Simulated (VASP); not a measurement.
# Rb3Ag (Pm-3m) in VASP: settings compared

The runs below take Rb3Ag through relaxation of cell and atoms, with pbe exchange, lyp correlation.

Everything below comes from runs of VASP 6.6.1. Logs are shortened: lines on timing, memory, paths and dates and some standing lists are left out, and cuts for length are marked.

### Step 1. The cell of the first run

The structure is cubic, space group Pm-3m (No. 221). Conventional cell: a = 6.136 Å, b = 6.136 Å, c = 6.136 Å, α = 90.00°, β = 90.00°, γ = 90.00°. Rb (site symmetry 4/mmm) has 8 Rb at 4.34 Å and 4 Ag at 4.34 Å within 5.7 Å. Ag (site symmetry m-3m) has 12 Rb at 4.34 Å within 5.7 Å.

### Step 2. Relaxation of cell and atoms, pbe exchange, lyp correlation, target pressure 20 GPa, at which the enthalpy is minimised

INCAR

```
SYSTEM = Rb3Ag
  PREC = Accurate
  ENCUT = 500
  EDIFF = 1E-7
  ISMEAR = 0
  SIGMA = 0.05
  LREAL = .False.
  LASPH = .True.
  NELM = 120
  ALGO = Normal
  ISIF = 3
  LWAVE = .False.
  LCHARG = .False.
  GGA = LIBXC
  LIBXC1 = GGA_X_PBE
  LIBXC2 = GGA_C_LYP
  IBRION = 2
  NSW = 100
  EDIFFG = -0.001
  PSTRESS = 200.0
  GGA_COMPAT = .False.
  NELMIN = 4
```

KPOINTS

```
regular mesh
0
Gamma
  4 4 4
  0 0 0
```

POSCAR

```
Rb3Ag
1.0
    6.1361480000      0.0000000000      0.0000000000
    0.0000000000      6.1361480000      0.0000000000
    0.0000000000      0.0000000000      6.1361480000
Rb Ag
3 1
Direct
    0.0000000000      0.5000000000      0.5000000000
    0.5000000000      0.0000000000      0.5000000000
    0.5000000000      0.5000000000      0.0000000000
    0.0000000000      0.0000000000      0.0000000000
```

Potentials or basis: VASP PAW PBE potentials, release 64 (Rb_sv, Ag).

On the command line:

```sh
> cat potpaw_PBE.64/Rb_sv/POTCAR potpaw_PBE.64/Ag/POTCAR > POTCAR
> mpirun -np 1 vasp_std > vasp.out
```

OUTCAR:

```text
SYSTEM = Rb3Ag
   PREC = Accurate
   ENCUT = 500
   EDIFF = 1E-7
   ISMEAR = 0
   LREAL = .False.
   LASPH = .True.
   NELM = 120
   ISIF = 3
   GGA = LIBXC
   IBRION = 2
   NSW = 100
   EDIFFG = -0.001
   PSTRESS = 200.0
   NELMIN = 4

 ion  position               nearest neighbor table
   1  0.000  0.500  0.500-   2 4.34   3 4.34   4 4.34   3 4.34   4 4.34   2 4.34   4 4.34   4 4.34
                             2 4.34   3 4.34   3 4.34   2 4.34
   2  0.500  0.000  0.500-   1 4.34   3 4.34   4 4.34   3 4.34   4 4.34   1 4.34   3 4.34   3 4.34
                             1 4.34   4 4.34   4 4.34   1 4.34
   3  0.500  0.500  0.000-   1 4.34   2 4.34   4 4.34   1 4.34   2 4.34   2 4.34   4 4.34   2 4.34
                             1 4.34   4 4.34   1 4.34   4 4.34
   4  0.000  0.000  0.000-   1 4.34   2 4.34   3 4.34   1 4.34   2 4.34   1 4.34   3 4.34   1 4.34
                             2 4.34   3 4.34   2 4.34   3 4.34

  LATTYP: Found a simple cubic cell.
 ALAT       =     6.1361480000

  Lattice vectors:

 A1 = (   6.1361480000,   0.0000000000,   0.0000000000)
 A2 = (   0.0000000000,   6.1361480000,   0.0000000000)
 A3 = (   0.0000000000,   0.0000000000,   6.1361480000)

Analysis of symmetry for initial positions (statically):
=====================================================================
 Subroutine PRICEL returns:
 Original cell was already a primitive cell.

 Routine SETGRP: Setting up the symmetry group for a
 simple cubic supercell.

 Subroutine GETGRP returns: Found 48 space group operations
 (whereof 48 operations were pure point group operations)
 out of a pool of 48 trial point group operations.

The static configuration has the point symmetry O_h .

Analysis of symmetry for dynamics (positions and initial velocities):
=====================================================================
 Subroutine PRICEL returns:
 Original cell was already a primitive cell.

 Routine SETGRP: Setting up the symmetry group for a
 simple cubic supercell.

 Subroutine GETGRP returns: Found 48 space group operations
 (whereof 48 operations were pure point group operations)
 out of a pool of 48 trial point group operations.

The dynamic configuration has the point symmetry O_h .

 Subroutine INISYM returns: Found 48 space group operations
 (whereof 48 operations are pure point group operations),
 and found     1 'primitive' translations

----------------------------------------------------------------------------------------

                                     Primitive cell

  volume of cell :     231.0402

  direct lattice vectors                    reciprocal lattice vectors
     6.136148000  0.000000000  0.000000000     0.162968690  0.000000000  0.000000000
     0.000000000  6.136148000  0.000000000     0.000000000  0.162968690  0.000000000
     0.000000000  0.000000000  6.136148000     0.000000000  0.000000000  0.162968690

  length of vectors
     6.136148000  6.136148000  6.136148000     0.162968690  0.162968690  0.162968690

  position of ions in fractional coordinates (direct lattice)
     0.000000000  0.500000000  0.500000000
     0.500000000  0.000000000  0.500000000
     0.500000000  0.500000000  0.000000000
     0.000000000  0.000000000  0.000000000

  ion indices of the primitive-cell ions
   primitive index   ion index
                 1           1
                 2           2
                 3           3
                 4           4

----------------------------------------------------------------------------------------

 KPOINTS: regular mesh

Automatic generation of k-mesh.
 Grid dimensions read from file:
 generate k-points for:    4    4    4

 Generating k-lattice:

  Cartesian coordinates                     Fractional coordinates (reciprocal lattice)
     0.040742172  0.000000000  0.000000000     0.250000000  0.000000000  0.000000000
     0.000000000  0.040742172  0.000000000     0.000000000  0.250000000  0.000000000
     0.000000000  0.000000000  0.040742172     0.000000000  0.000000000  0.250000000

  Length of vectors
     0.040742172  0.040742172  0.040742172

  Shift w.r.t. Gamma in fractional coordinates (k-lattice)
     0.000000000  0.000000000  0.000000000

 Subroutine IBZKPT returns following result:
 ===========================================

 Found     10 irreducible k-points:

 Following reciprocal coordinates:
            Coordinates               Weight
  0.000000  0.000000  0.000000      1.000000
  0.250000  0.000000  0.000000      6.000000
  0.500000  0.000000  0.000000      3.000000
  0.250000  0.250000  0.000000     12.000000
  0.500000  0.250000  0.000000     12.000000
  0.500000  0.500000  0.000000      3.000000
  0.250000  0.250000  0.250000      8.000000
  0.500000  0.250000  0.250000     12.000000
  0.500000  0.500000  0.250000      6.000000
  0.500000  0.500000  0.500000      1.000000
   k-points           NKPTS =     10   k-points in BZ     NKDIM =     10   number of bands    NBANDS=     23
   number of dos      NEDOS =    301   number of ions     NIONS =      4
   total plane-waves  NPLWV = 110592
   dimension x,y,z NGX =    48 NGY =   48 NGZ =   48
   dimension x,y,z NGXF=    96 NGYF=   96 NGZF=   96
   ions per type =               3   1
   NGX,Y,Z   is equivalent  to a cutoff of  13.00, 13.00, 13.00 a.u.
   NGXF,Y,Z  is equivalent  to a cutoff of  26.01, 26.01, 26.01 a.u.
 SYSTEM =  Rb3Ag
   PREC   = accura    normal or accurate (medium, high low for compatibility)
   ISTART =      0    job   : 0-new  1-cont  2-samecut
   ICHARG =      2    charge: 1-file 2-atom 10-const
   ISPIN  =      1    spin polarized calculation?
   LNONCOLLINEAR =      F non collinear calculations
   LSORBIT =      F    spin-orbit coupling
   LASPH  =      T    aspherical Exc in radial PAW
   ENCUT  =  500.0 eV  36.75 Ry    6.06 a.u.  11.19 11.19 11.19*2*pi/ulx,y,z
   NELM   =    120;   NELMIN=  4; NELMDL= -5     # of ELM steps
   EDIFF  = 0.1E-06   stopping-criterion for ELM
   LREAL  =      F    real-space projection
   EDIFFG = -.1E-02   stopping-criterion for IOM
   NSW    =    100    number of steps for IOM
   IBRION =      2    ionic relax: 0-MD 1-quasi-New 2-CG
   NFREE  =      1    steps in history (QN), initial steepest desc. (CG)
   ISIF   =      3    stress and relaxation
   ISYM   =      2    0-nonsym 1-usesym 2-fastsym
   POTIM  = 0.5000    time-step for ionic-motion
   TEBEG  =    0.0;   TEEND  =   0.0 temperature during run
   PSTRESS=  200.0 pullay stress
   NELECT =      38.0000    total number of electrons
   NUPDOWN=      -1.0000    fix difference up-down
   EMIN   =  10.00;   EMAX   =-10.00  energy-range for DOS
   EFERMI =   0.00;   METHOD = LEGACY
   ISMEAR =     0;   SIGMA  =   0.05  broadening in eV -4-tet -1-fermi 0-gaus
   EFERMI_NEDOS =   21; number of points for ismear=-14 and -15
   IALGO  =     38    algorithm
   IMIX   =      4    mixing-type and parameters
     AMIX     =   0.40;   BMIX     =  1.00
     AMIX_MAG =   1.60;   BMIX_MAG =  1.00
  volume/ion in A,a.u.               =      57.76       389.78
  Fermi-wavevector in a.u.,A,eV,Ry     =   0.896961  1.695010 10.946417  0.804539
  Thomas-Fermi vector in A             =   2.019485
   LORBIT       =      0    0 simple, 1 ext, 2 COOP (PROOUT), +10 PAW based schemes
   GGA     = LIBXC    functional components
   LHFCALC =     F    Hartree Fock is set to
   AEXX    =    0.0000 exact exchange contribution
   IVDW    =     0    specifies the selected vdW correction
   LEPSILON=     F    determine dielectric tensor
   LRPA    =     F    only Hartree local field effects (RPA)
 conjugate gradient relaxation of ions
 non-spin polarized calculation
 Gauss-broadening in eV      SIGMA  =   0.05
  energy-cutoff  :      500.00
  volume of cell :      231.04
 maximum number of plane-waves:      5904
 NGX is ok and might be reduce to    48
   NGX = 23   NGY = 23   NGZ = 23

--------------------------------------- Ionic step        1  -------------------------------------------

 number of electron      37.9999994 magnetization

 Free energy of the ion-electron system (eV)
  ---------------------------------------------------
  ext. energy  EPLUGINS =         0.00000000
  ---------------------------------------------------
  free energy    TOTEN  =        -4.25834660 eV

  energy without entropy =       -4.25345631  energy(sigma->0) =       -4.25590146

 E-fermi :   1.5552     XC(G=0):  -6.1811

 val. band max:        1.3000213630   @ k =   0.5000   0.5000   0.0000
 cond. band min:       1.5707020287   @ k =   0.5000   0.5000   0.2500
 fundamental gap:      0.2706806657
 Fermi energy:         1.5552469329

 k-point     1 :       0.0000    0.0000    0.0000
  band No.  band energies     occupation
      1     -27.5557      2.00000
      2     -27.5258      2.00000
      3     -27.5258      2.00000
      4     -11.7742      2.00000
      5     -11.7742      2.00000
      6     -11.7742      2.00000
[... 15 lines left out ...]
     22       3.3573      0.00000
     23       3.3573      0.00000
[... 263 lines left out ...]
  FREE ENERGIE OF THE ION-ELECTRON SYSTEM (eV)
  ---------------------------------------------------
  free  energy   TOTEN  =        -4.2583465985 eV

  energy  without entropy=       -4.2534563142  energy(sigma->0) =       -4.25590146

  enthalpy is  TOTEN    =        24.5824260617 eV   P V=       28.8407726602

--------------------------------------- Ionic step        2  -------------------------------------------

 number of electron      37.9999999 magnetization

 E-fermi :  10.2588     XC(G=0): -11.4233

 val. band max:       10.2226002621   @ k =   0.5000   0.2500   0.0000
 cond. band min:      10.2960801472   @ k =   0.2500   0.0000   0.0000
 fundamental gap:      0.0734798851
 Fermi energy:        10.2587759145

 k-point     1 :       0.0000    0.0000    0.0000
  band No.  band energies     occupation
      1     -21.6043      2.00000
      2     -19.3722      2.00000
      3     -19.3722      2.00000
      4      -6.8589      2.00000
      5      -6.8589      2.00000
      6      -6.8589      2.00000
[... 15 lines left out ...]
     22      11.1980      0.00000
     23      11.2553      0.00000
[... 423 lines left out ...]
  FREE ENERGIE OF THE ION-ELECTRON SYSTEM (eV)
  ---------------------------------------------------
  free  energy   TOTEN  =        -0.1284399687 eV

  energy  without entropy=       -0.1210569827  energy(sigma->0) =       -0.12474848

  enthalpy is  TOTEN    =        12.8994544414 eV   P V=       13.0278944101

--------------------------------------- Ionic step        7  -------------------------------------------

 number of electron      38.0000000 magnetization

 Free energy of the ion-electron system (eV)
  ---------------------------------------------------
  ext. energy  EPLUGINS =         0.00000000
  ---------------------------------------------------
  free energy    TOTEN  =        -0.11134368 eV

  energy without entropy =       -0.10386331  energy(sigma->0) =       -0.10760350

 E-fermi :   5.8967     XC(G=0):  -9.1348

 val. band max:        5.8790596427   @ k =   0.5000   0.0000   0.0000
 cond. band min:       5.9197339022   @ k =   0.5000   0.2500   0.2500
 fundamental gap:      0.0406742594
 Fermi energy:         5.8966756408

 k-point     1 :       0.0000    0.0000    0.0000
  band No.  band energies     occupation
      1     -23.9564      2.00000
      2     -23.3827      2.00000
      3     -23.3827      2.00000
      4      -8.8290      2.00000
      5      -8.8290      2.00000
      6      -8.8290      2.00000
[... 15 lines left out ...]
     22       7.3664      0.00000
     23       7.3664      0.00000
[... 254 lines left out ...]
 POSITION                                       TOTAL-FORCE (eV/Angst)
 -----------------------------------------------------------------------------------
     -0.00000      2.35305      2.35305         0.000000     -0.000000      0.000000
      2.35305     -0.00000      2.35305        -0.000000     -0.000000      0.000000
      2.35305      2.35305      0.00000        -0.000000      0.000000      0.000000
      0.00000     -0.00000      0.00000         0.000000      0.000000      0.000000
 -----------------------------------------------------------------------------------
    total drift:                               -0.000000     -0.000000     -0.000000

  FREE ENERGIE OF THE ION-ELECTRON SYSTEM (eV)
  ---------------------------------------------------
  free  energy   TOTEN  =        -0.1113436841 eV

  energy  without entropy=       -0.1038633065  energy(sigma->0) =       -0.10760350

  enthalpy is  TOTEN    =        12.8994190567 eV   P V=       13.0107627408

 reached required accuracy - stopping structural energy minimisation
```

It took 5 min on 1 thread of AMD EPYC 7R13 (Zen 3), shared host; peak memory 0.34 GiB.

What came out:

* Free energy: -0.1113 eV
* Relaxed volume: 26.06 Å³/atom
* Relaxed cell: a = 4.706 Å, b = 4.706 Å, c = 4.706 Å, α = 90.00°, β = 90.00°, γ = 90.00°
* Space group after relaxing (to 0.1 Å): Pm-3m (No. 221)
* Energy change on relaxing (the run minimises the enthalpy): +1036.8 meV/atom
* Ionic steps: 7
* Pressure after relaxing: 20.0 GPa
* Band gap on the k mesh: zero (bands 19 and 20 overlap by 0.88 eV)

Step by step:
| step | energy change (eV) | largest force (eV/Å) | pressure (GPa) | volume (Å³) |
| --- | --- | --- | --- | --- |
| 1 | 0.0000 | 0.0000 | 0.17 | 231.04 |
| 2 | 14.5445 | 0.0000 | 86.46 | 64.98 |
| 3 | 3.5967 | 0.0000 | 17.32 | 108.96 |
| 4 | 3.9654 | 0.0000 | 19.12 | 105.72 |
| 5 | 4.1959 | 0.0000 | 20.23 | 103.84 |
| 6 | 4.1299 | 0.0000 | 19.91 | 104.36 |
| 7 | 4.1470 | 0.0000 | 19.99 | 104.23 |

Final structure:
```
CELL_PARAMETERS angstrom
4.70610 0.00000 0.00000
0.00000 4.70610 0.00000
0.00000 0.00000 4.70610
ATOMIC_POSITIONS crystal
Rb 0.00000 0.50000 0.50000
Rb 0.50000 0.00000 0.50000
Rb 0.50000 0.50000 0.00000
Ag 0.00000 0.00000 0.00000
```

Levels at points of the mesh, in eV from the Fermi level:
```tsv
k point	band 16	band 17	band 18	band 19	band 20	band 21	band 22	band 23
(0.00, 0.00, 0.00)	-5.72	-5.72	-4.78	-1.82	1.18	1.18	1.47	1.47
(0.50, 0.00, 0.00)	-5.51	-5.51	-2.89	-1.55	-0.02	1.13	1.13	1.73
(0.50, 0.50, 0.00)	-5.51	-5.48	-2.57	-0.03	-0.03	0.25	2.17	2.17
(0.50, 0.50, 0.50)	-5.55	-5.55	-3.83	0.85	0.85	0.85	2.08	2.08
```

Caveat: the cell is relaxed towards a set pressure, so the run minimises the enthalpy, not the energy; the volume moved by over 15 % at a fixed basis, so the end points are rough; the PAW data sets were made with another functional, which shifts forces and pressure a little.

### Step 3. Relaxation of cell and atoms, pbe exchange, lyp correlation, target pressure 30 GPa, at which the enthalpy is minimised

INCAR

```
PREC = Accurate
ENCUT = 500
EDIFF = 1E-7
ISMEAR = 0
SIGMA = 0.05
LREAL = False
LASPH = True
NELM = 120
ALGO = Normal
ISIF = 3
LWAVE = False
LCHARG = False
GGA = LIBXC
LIBXC1 = GGA_X_PBE
LIBXC2 = GGA_C_LYP
IBRION = 2
NSW = 100
EDIFFG = -0.001
PSTRESS = 300.0
GGA_COMPAT = False
NELMIN = 4
```

KPOINTS

```
regular mesh
0
Gamma
  4 4 4
```

POSCAR is that of step 2.

Potentials or basis: VASP PAW PBE potentials, release 64 (Rb_sv, Ag).

On the command line:

```sh
> cat potpaw_PBE.64/Rb_sv/POTCAR potpaw_PBE.64/Ag/POTCAR > POTCAR
> mpirun -np 1 vasp_std > vasp.out
```

Wall time 13 min (1 thread of AMD EPYC 7R13 (Zen 3), shared host); peak memory 0.35 GiB.

It converged, with:

| Quantity | Value |
| --- | --- |
| Free energy | 1.9613 eV |
| Relaxed volume | 22.69 Å³/atom |
| Relaxed cell | a = 4.494 Å, b = 4.494 Å, c = 4.494 Å, α = 90.00°, β = 90.00°, γ = 90.00° |
| Space group after relaxing (to 0.1 Å) | Pm-3m (No. 221) |
| Energy change on relaxing (the run minimises the enthalpy) | +1554.9 meV/atom |
| Ionic steps | 21 |
| Pressure after relaxing | 30.0 GPa |
| Band gap on the k mesh | zero (bands 19 and 20 overlap by 0.87 eV) |

The path:
```tsv
step	energy change (eV)	largest force (eV/Å)	pressure (GPa)	volume (Å³)
1	0.0000	0.0000	0.17	231.04
2	117.5950	0.0000	1568.46	25.76
3	0.3014	0.0000	2.15	181.77
4	0.8881	0.0000	4.88	153.78
5	6.6605	0.0000	32.38	88.49
6	6.1188	0.0000	29.48	91.30
7	6.1199	0.0000	29.49	91.30
8	6.1232	0.0000	29.51	91.28
9	6.1233	0.0000	29.51	91.28
10	6.1233	0.0000	29.51	91.28
11	6.1234	0.0000	29.51	91.28
12	6.1235	0.0000	29.51	91.28
13	6.1238	0.0000	29.51	91.28
14	6.1244	0.0000	29.51	91.27
15	6.1256	0.0000	29.52	91.27
16	6.1281	0.0000	29.53	91.25
17	6.1329	0.0000	29.55	91.23
18	6.1426	0.0000	29.60	91.17
19	6.1621	0.0000	29.70	91.07
20	6.2012	0.0000	29.90	90.86
21	6.2196	0.0000	30.00	90.76
```

Final structure:
```yaml
crystal:
  lattice:
    - [4.49399, 0.00000, 0.00000]
    - [0.00000, 4.49399, 0.00000]
    - [0.00000, 0.00000, 4.49399]
  atoms:
    - { symbol: Rb, position: [0.00000, 0.50000, 0.50000] }
    - { symbol: Rb, position: [0.50000, 0.00000, 0.50000] }
    - { symbol: Rb, position: [0.50000, 0.50000, 0.00000] }
    - { symbol: Ag, position: [0.00000, 0.00000, 0.00000] }
```

Levels at points of the mesh, in eV from the Fermi level:
| k point | band 17 | band 18 | band 19 | band 20 | band 21 | band 22 |
| --- | --- | --- | --- | --- | --- | --- |
| (0.00, 0.00, 0.00) | -6.24 | -5.13 | -2.10 | 1.07 | 1.07 | 1.20 |
| (0.50, 0.00, 0.00) | -5.90 | -2.83 | -1.76 | 0.03 | 1.06 | 1.06 |
| (0.50, 0.50, 0.00) | -5.90 | -2.60 | -0.11 | 0.17 | 0.17 | 2.02 |
| (0.50, 0.50, 0.50) | -6.00 | -4.39 | 0.88 | 0.88 | 0.88 | 2.58 |

Caveat: the cell is relaxed towards a set pressure, so the run minimises the enthalpy, not the energy; the volume moved by over 15 % at a fixed basis, so the end points are rough; the PAW data sets were made with another functional, which shifts forces and pressure a little.
